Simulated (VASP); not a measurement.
# WC (Qusongite) (P-6m2) in VASP: notebook, part 2 of 2

VASP 6.6.1. Earlier steps stand in the parts before.

### Step 4. Single point, PBEsol

This run uses another cell than the first one, of 10.24 Å³/atom, 1.041 times its volume.

File INCAR:

```
SYSTEM = WC
  PREC = Accurate
  ENCUT = 520
  EDIFF = 1E-6
  ISMEAR = -1
  SIGMA = 0.05
  LREAL = .FALSE.
  LASPH = .TRUE.
  NELM = 80
  ALGO = Normal
  ISIF = 2
  LWAVE = .FALSE.
  LCHARG = .TRUE.
  GGA = PS
  LELF = .TRUE.
  LVHAR = .TRUE.
  NBANDS = 16
```

File KPOINTS:

```
Automatic mesh
0
G
  10 10 9
  0 0 0
```

File POSCAR:

```
WC
1.0
    2.8943588760      0.0000000000      0.0000000000
   -1.4471794380      2.5065883143      0.0000000000
    0.0000000000      0.0000000000      2.8226846163
W C
1 1
Direct
    0.0000000000      0.0000000000      0.0000000000
    0.6666666667      0.3333333333      0.5000000000
```

Potentials or basis: VASP PAW PBE potentials, release 64 (W_sv, C).

Launch:

```bash
cat potpaw_PBE.64/W_sv/POTCAR potpaw_PBE.64/C/POTCAR > POTCAR
mpirun -np 1 vasp_std > vasp.out
```

OUTCAR:

```text
SYSTEM = WC
   PREC = Accurate
   ENCUT = 520
   EDIFF = 1E-6
   ISMEAR = -1
   LREAL = .FALSE.
   LASPH = .TRUE.
   NELM = 80
   ISIF = 2
   GGA = PS

 ion  position               nearest neighbor table
   1  0.000  0.000  0.000-   2 2.19   2 2.19   2 2.19   2 2.19   2 2.19   2 2.19
   2  0.667  0.333  0.500-   1 2.19   1 2.19   1 2.19   1 2.19   1 2.19   1 2.19

  LATTYP: Found a hexagonal cell.
 ALAT       =     2.8943588760
 C/A-ratio  =     0.9752365678

  Lattice vectors:

[... 642 lines left out ...]

------------------------ aborting loop because EDIFF is reached ----------------------------------------

  FORCE on cell =-STRESS in cart. coord.  units (eV):
  Direction    XX          YY          ZZ          XY          YZ          ZX
  --------------------------------------------------------------------------------------
  -------------------------------------------------------------------------------------
  Total        0.4036815      0.4036815      0.4457288      0.0000000     -0.0000000      0.0000000
  in kB       31.5828788     31.5828788     34.8725324      0.0000000     -0.0000000      0.0000000
  external PRESSURE =      32.6794300 kB  Pullay stress =       0.0000000 kB

 VOLUME and BASIS-vectors are now :
 -----------------------------------------------------------------------------
  energy-cutoff  :      520.00
  volume of cell :       20.48
      direct lattice vectors                 reciprocal lattice vectors
     2.894358876  0.000000000  0.000000000     0.345499657  0.199474320  0.000000000
    -1.447179438  2.506588314  0.000000000     0.000000000  0.398948640  0.000000000
     0.000000000  0.000000000  2.822684616     0.000000000  0.000000000  0.354272664

 POSITION                                       TOTAL-FORCE (eV/Angst)
 -----------------------------------------------------------------------------------
      0.00000      0.00000      0.00000        -0.000000      0.000000      0.000000
      1.44718      0.83553      1.41134         0.000000     -0.000000      0.000000
 -----------------------------------------------------------------------------------
    total drift:                                0.000000     -0.000000      0.000000

  FREE ENERGIE OF THE ION-ELECTRON SYSTEM (eV)
  ---------------------------------------------------
  free  energy   TOTEN  =       -23.9033009839 eV

  energy  without entropy=      -23.9015066034  energy(sigma->0) =      -23.90240379
```

OSZICAR:

```text
N       E                     dE             d eps       ncg     rms          rms(c)
DAV:   1     0.108470461927E+03    0.10847E+03   -0.93589E+03  2248   0.125E+03
DAV:   2    -0.236152595187E+02   -0.13209E+03   -0.12794E+03  2616   0.336E+02
DAV:   3    -0.267882340394E+02   -0.31730E+01   -0.31624E+01  2552   0.497E+01
DAV:   4    -0.268041700019E+02   -0.15936E-01   -0.15935E-01  2872   0.398E+00
DAV:   5    -0.268042844046E+02   -0.11440E-03   -0.11440E-03  2552   0.320E-01    0.340E+01
DAV:   6    -0.240015170825E+02    0.28028E+01   -0.52595E+00  2768   0.249E+01    0.953E+00
DAV:   7    -0.239365948039E+02    0.64922E-01   -0.36753E-01  2336   0.467E+00    0.646E+00
DAV:   8    -0.239044269522E+02    0.32168E-01   -0.61873E-02  2448   0.198E+00    0.932E-01
DAV:   9    -0.239034483383E+02    0.97861E-03   -0.28360E-03  2496   0.389E-01    0.113E-01
DAV:  10    -0.239033037272E+02    0.14461E-03   -0.28297E-04  2720   0.202E-01    0.529E-02
DAV:  11    -0.239033019340E+02    0.17932E-05   -0.17842E-05  2544   0.386E-02    0.843E-03
DAV:  12    -0.239033009839E+02    0.95008E-06   -0.28226E-06  2336   0.133E-02
   1 F= -.23903301E+02 E0= -.23902404E+02  d E =-.179438E-02
```

Run time: 22 s. Hardware: 1 thread of Intel Xeon 8259CL, shared host; peak memory 0.15 GiB.

What came out:

* Free energy: -23.9033 eV
* Pressure: 3.3 GPa
* Band gap on the k mesh: zero (band 9 reaches 11.80 eV, above the bottom of band 10 at 10.56 eV)

Caveat: the PAW data sets were made with another functional, which shifts forces and pressure a little; spin-orbit coupling is left out, which moves the levels of the heavy elements.

### Step 5. Single point, PBEsol

This run uses another cell than the first one, of 10.17 Å³/atom, 1.033 times its volume.

File INCAR:

```
  ALGO = Normal
  EDIFF = 1E-7
  ENCUT = 520
  GGA = PS
  ISIF = 2
  ISMEAR = -1
  LASPH = True
  LCHARG = True
  LELF = True
  LREAL = False
  LVHAR = True
  LWAVE = False
  NBANDS = 16
  NELM = 60
  PREC = Accurate
  SIGMA = 0.05
```

File KPOINTS:

```
k-points
0
Gamma
  10 10 9
```

File POSCAR:

```
WC
1.0
    2.8869604003      0.0000000000      0.0000000000
   -1.4434802002      2.5001810464      0.0000000000
    0.0000000000      0.0000000000      2.8171930064
W C
1 1
Direct
    0.0000000000      0.0000000000      0.0000000000
    0.6666666667      0.3333333333      0.5000000000
```

Potentials or basis: VASP PAW PBE potentials, release 64 (W_sv, C).

Launch:

```bash
cat potpaw_PBE.64/W_sv/POTCAR potpaw_PBE.64/C/POTCAR > POTCAR
mpirun -np 1 vasp_std > vasp.out
```

OUTCAR:

```text
EDIFF = 1E-7
   ENCUT = 520
   GGA = PS
   ISIF = 2
   ISMEAR = -1
   LASPH = True
   LREAL = False
   NELM = 60
   PREC = Accurate

 ion  position               nearest neighbor table
   1  0.000  0.000  0.000-   2 2.18   2 2.18   2 2.18   2 2.18   2 2.18   2 2.18
   2  0.667  0.333  0.500-   1 2.18   1 2.18   1 2.18   1 2.18   1 2.18   1 2.18

  LATTYP: Found a hexagonal cell.
 ALAT       =     2.8869604003
 C/A-ratio  =     0.9758336159

  Lattice vectors:

 A1 = (   2.8869604003,   0.0000000000,   0.0000000000)
 A2 = (  -1.4434802002,   2.5001810464,   0.0000000000)
 A3 = (   0.0000000000,   0.0000000000,   2.8171930064)

Analysis of symmetry for initial positions (statically):
=====================================================================
 Subroutine PRICEL returns:
 Original cell was already a primitive cell.

 Routine SETGRP: Setting up the symmetry group for a
 hexagonal supercell.

 Subroutine GETGRP returns: Found 12 space group operations
 (whereof 12 operations were pure point group operations)
 out of a pool of 24 trial point group operations.

The static configuration has the point symmetry D_3h.

Analysis of symmetry for dynamics (positions and initial velocities):
=====================================================================
 Subroutine PRICEL returns:
 Original cell was already a primitive cell.

 Routine SETGRP: Setting up the symmetry group for a
 hexagonal supercell.

 Subroutine GETGRP returns: Found 12 space group operations
 (whereof 12 operations were pure point group operations)
 out of a pool of 24 trial point group operations.

The dynamic configuration has the point symmetry D_3h.

 Subroutine INISYM returns: Found 12 space group operations
 (whereof 12 operations are pure point group operations),
 and found     1 'primitive' translations

[... 101 lines left out ...]
   ISYM   =      2    0-nonsym 1-usesym 2-fastsym
   POTIM  = 0.5000    time-step for ionic-motion
   TEBEG  =    0.0;   TEEND  =   0.0 temperature during run
   PSTRESS=    0.0 pullay stress
   NELECT =      18.0000    total number of electrons
   NUPDOWN=      -1.0000    fix difference up-down
   EMIN   =  10.00;   EMAX   =-10.00  energy-range for DOS
[... 5 lines left out ...]
     AMIX     =   0.40;   BMIX     =  1.00
     AMIX_MAG =   1.60;   BMIX_MAG =  1.00
  volume/ion in A,a.u.               =      10.17        68.61
  Fermi-wavevector in a.u.,A,eV,Ry     =   1.571892  2.970445 33.617880  2.470844
  Thomas-Fermi vector in A             =   2.673408
   LORBIT       =      0    0 simple, 1 ext, 2 COOP (PROOUT), +10 PAW based schemes
   GGA     = PS    functional components
   LHFCALC =     F    Hartree Fock is set to
   AEXX    =    0.0000 exact exchange contribution
   IVDW    =     0    specifies the selected vdW correction
   LEPSILON=     F    determine dielectric tensor
   LRPA    =     F    only Hartree local field effects (RPA)
 non-spin polarized calculation
  energy-cutoff  :      520.00
  volume of cell :       20.33
 maximum number of plane-waves:       569
 NGX is ok and might be reduce to    24
   NGX = 11   NGY = 11   NGZ = 11

 number of electron      18.0000001 magnetization

 Free energy of the ion-electron system (eV)
  ---------------------------------------------------
  ext. energy  EPLUGINS =         0.00000000
  ---------------------------------------------------
  free energy    TOTEN  =       -23.89892094 eV

  energy without entropy =      -23.89711749  energy(sigma->0) =      -23.89801922

 E-fermi :  11.2120     XC(G=0): -14.0412

 val. band max:       11.1108817836   @ k =   0.0000   0.0000   0.3333
 cond. band min:      11.2150029237   @ k =   0.1000   0.0000   0.3333
 fundamental gap:      0.1041211401
 Fermi energy:        11.2119740300

 k-point     1 :       0.0000    0.0000    0.0000
  band No.  band energies     occupation
      1     -62.6644      2.00000
      2     -26.6550      2.00000
      3     -26.5390      2.00000
      4     -26.5390      2.00000
      5      -3.3636      2.00000
      6       6.7764      2.00000
[... 433 lines left out ...]
      3     -26.7839      2.00000
      4     -26.6237      2.00000
      5       0.1802      2.00000
      6       4.2021      2.00000
[... 8 lines left out ...]
     15      24.8726      0.00000
     16      28.9018      0.00000

 [... further k-points ...]
[... 5 lines left out ...]
  --------------------------------------------------------------------------------------
  -------------------------------------------------------------------------------------
  Total        0.7875443      0.7875443      0.8314540     -0.0000000      0.0000000      0.0000000
  in kB       62.0521289     62.0521289     65.5118621     -0.0000000      0.0000000      0.0000000
  external PRESSURE =      63.2053733 kB  Pullay stress =       0.0000000 kB

 VOLUME and BASIS-vectors are now :
 -----------------------------------------------------------------------------
  energy-cutoff  :      520.00
  volume of cell :       20.33
      direct lattice vectors                 reciprocal lattice vectors
     2.886960400  0.000000000  0.000000000     0.346385077  0.199985517  0.000000000
    -1.443480200  2.500181046  0.000000000     0.000000000  0.399971035  0.000000000
     0.000000000  0.000000000  2.817193006     0.000000000  0.000000000  0.354963255

 POSITION                                       TOTAL-FORCE (eV/Angst)
 -----------------------------------------------------------------------------------
      0.00000      0.00000      0.00000         0.000000      0.000000      0.000000
      1.44348      0.83339      1.40860        -0.000000      0.000000      0.000000
 -----------------------------------------------------------------------------------
    total drift:                                0.000000     -0.000000      0.000000

  FREE ENERGIE OF THE ION-ELECTRON SYSTEM (eV)
  ---------------------------------------------------
  free  energy   TOTEN  =       -23.8989209399 eV

  energy  without entropy=      -23.8971174942  energy(sigma->0) =      -23.89801922
```

OSZICAR:

```text
N       E                     dE             d eps       ncg     rms          rms(c)
DAV:   1     0.108846498854E+03    0.10885E+03   -0.94173E+03  2240   0.127E+03
DAV:   2    -0.236016799873E+02   -0.13245E+03   -0.12835E+03  2704   0.338E+02
DAV:   3    -0.267822043469E+02   -0.31805E+01   -0.31720E+01  2448   0.497E+01
DAV:   4    -0.267974918976E+02   -0.15288E-01   -0.15287E-01  3008   0.393E+00
DAV:   5    -0.267976062242E+02   -0.11433E-03   -0.11433E-03  2400   0.316E-01    0.344E+01
DAV:   6    -0.239948267289E+02    0.28028E+01   -0.52235E+00  2752   0.249E+01    0.975E+00
DAV:   7    -0.239319805094E+02    0.62846E-01   -0.36283E-01  2328   0.464E+00    0.656E+00
DAV:   8    -0.239000269225E+02    0.31954E-01   -0.59590E-02  2440   0.194E+00    0.941E-01
DAV:   9    -0.238990614605E+02    0.96546E-03   -0.27852E-03  2496   0.382E-01    0.110E-01
DAV:  10    -0.238989238032E+02    0.13766E-03   -0.27723E-04  2736   0.200E-01    0.528E-02
DAV:  11    -0.238989218903E+02    0.19129E-05   -0.17591E-05  2536   0.384E-02    0.829E-03
DAV:  12    -0.238989209692E+02    0.92109E-06   -0.27431E-06  2488   0.132E-02    0.114E-03
DAV:  13    -0.238989209399E+02    0.29272E-07   -0.11477E-07  2072   0.282E-03
   1 F= -.23898921E+02 E0= -.23898019E+02  d E =-.180345E-02
```

stdout:

```text
POSCAR found type information on POSCAR W C
 POSCAR found :  2 types and       2 ions
 scaLAPACK will be used
 -----------------------------------------------------------------------------
|                                                                             |
|                                                                             |
|     You enforced a specific xc type in the INCAR file but a different       |
|     I HOPE YOU KNOW WHAT YOU ARE DOING!                                     |
|                                                                             |
 -----------------------------------------------------------------------------

 LDA part: xc-table for (Slater+PW92), standard interpolation
 POSCAR, INCAR and KPOINTS ok, starting setup
 FFT: planning ... GRIDC
 FFT: planning ... GRID_SOFT
 FFT: planning ... GRID
 WAVECAR not read
 entering main loop
```

It took 26 s on 1 thread of Intel Xeon 8259CL, shared host; peak memory 0.16 GiB.

Results:

| Quantity | Value |
| --- | --- |
| Free energy | -23.8989 eV |
| Pressure | 6.3 GPa |
| Band gap on the k mesh | zero (band 9 reaches 11.90 eV, above the bottom of band 10 at 10.65 eV) |

Caveat: the PAW data sets were made with another functional, which shifts forces and pressure a little; spin-orbit coupling is left out, which moves the levels of the heavy elements.

### Step 6. The runs side by side

```csv
cell,gap on the mesh (eV),pressure (GPa)
"a = 2.853, b = 2.853, c = 2.792 Å, angles 90.0, 90.0, 120.0°, 2 atoms",none,21.6
"a = 2.899, b = 2.899, c = 2.826 Å, angles 90.0, 90.0, 120.0°, 2 atoms",none,1.3
"a = 2.894, b = 2.894, c = 2.823 Å, angles 90.0, 90.0, 120.0°, 2 atoms",none,3.3
"a = 2.887, b = 2.887, c = 2.817 Å, angles 90.0, 90.0, 120.0°, 2 atoms",none,6.3
```

Alike in all rows: task single point; level PBEsol; potentials or basis VASP PAW PBE potentials, release 64 (W_sv, C); no spin polarisation; k mesh 10 × 10 × 9; cutoff (eV) 520; smearing fermi-dirac 0.05 eV.

Caveats: the PAW data sets were made with another functional, which shifts forces and pressure a little; spin-orbit coupling is left out, which moves the levels of the heavy elements.

Absolute energies hang on the potentials; compare differences alone.
